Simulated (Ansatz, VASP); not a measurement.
One calculation of MnPt2, two programs

```xyz
3
Lattice="2.8584 0.0000 0.0000 -1.4292 2.4755 0.0000 0.0000 0.0000 6.5325" Properties=species:S:1:pos:R:3 pbc="T T T"
Pt    1.4292    0.8252    2.0656
Pt    0.0000    1.6503    4.4669
Mn    0.0000    0.0000    0.0000
```

Alike in both runs: task single point; functional PBE; k mesh 9 × 9 × 4; occupations fermi-dirac, width 0.05 eV; collinear spin; fixed moment 4 μB.

```csv
,VASP,Ansatz
version,VASP 6.6.1,Ansatz 0.2.0
potentials or method,"VASP PAW PBE potentials, release 64 (Pt, Mn_pv)",Ansatz PAW
plane-wave cutoff (eV),520,420
valence electrons in the cell,33,51
```

```csv
,VASP,Ansatz,Ansatz less VASP
pressure (GPa),-2.7,-2.5,+0.21
"traceless stress, the component that is largest in VASP (GPa)",2.48,2.35,-0.130
rms of the force components (eV/Å),0.030,0.025,-0.0057
net moment per atom (μB),1.33,1.33,0.000
size of the moment on the site where the two differ most (μB),3.57,3.55,-0.022
```

Site moments also hang on the region over which each program counts them. Atom by atom the forces differ by 0.006 eV/Å (rms over components). VASP's potentials hold 33 valence electrons a cell and Ansatz's 51, so a difference there can come from the potentials and not from the codes.

Neither program's run includes spin-orbit coupling.
